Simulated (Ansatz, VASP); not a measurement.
# Mo: VASP beside Ansatz

File INCAR:

```
PREC = Accurate ; ENCUT = 520
EDIFF = 1E-7 ; ISMEAR = 0
SIGMA = 0.1 ; LREAL = False
LASPH = True ; NELM = 60
ALGO = Normal ; ISIF = 2
LWAVE = False ; LCHARG = False
GGA = PE ; NBANDS = 13
```

File KPOINTS:

```
regular mesh
0
Gamma
  18 18 16
```

Contents of POSCAR:

```
Mo
1.0
    2.6352265860      0.0000000000      0.0000000000
   -1.3176132930      2.2821731682      0.0000000000
    0.0000000000      0.0000000000      2.6148186175
Mo
1
Direct
    0.0000000000      0.0000000000      0.5000000000
```

Input for Ansatz:

```yaml
crystal:
  lattice:
    - [2.635226586, 0.0, 0.0]
    - [-1.317613293, 2.2821731682, 0.0]
    - [0.0, 0.0, 2.6148186175]
  atoms:
    - { symbol: Mo, position: [0.0, 0.0, 0.5] }
basis:
  ecutwfc: 420
kpoints:
  mp_grid: { grid: [18, 18, 16] }
hamiltonian:
  xc: pbe
scf:
  occupations: { method: gaussian, width: 0.1 }
output:
  forces: true
  stress: true
  eigenvalues: true
```

Alike in both runs: task single point; functional PBE; k mesh 18 × 18 × 16; occupations gaussian, width 0.1 eV; no spin polarisation.

|  | VASP | Ansatz |
| --- | --- | --- |
| version | VASP 6.6.1 | Ansatz 0.2.0 |
| potentials or method | VASP PAW PBE potentials, release 64 (Mo_sv), cutoff 520 eV | scalar-relativistic, plane waves, PAW |
| valence electrons in the cell | 14 | 14 |

|  | VASP | Ansatz | Ansatz less VASP |
| --- | --- | --- | --- |
| gap on the k mesh at the Fermi level (eV) | none | none | - |
| pressure (GPa) | 18.5 | 17.8 | -0.65 |
| traceless stress, the component that is largest in VASP (GPa) | -21.88 | -21.82 | +0.061 |

A gap of «none» marks a metal or a gap that the smearing closes.
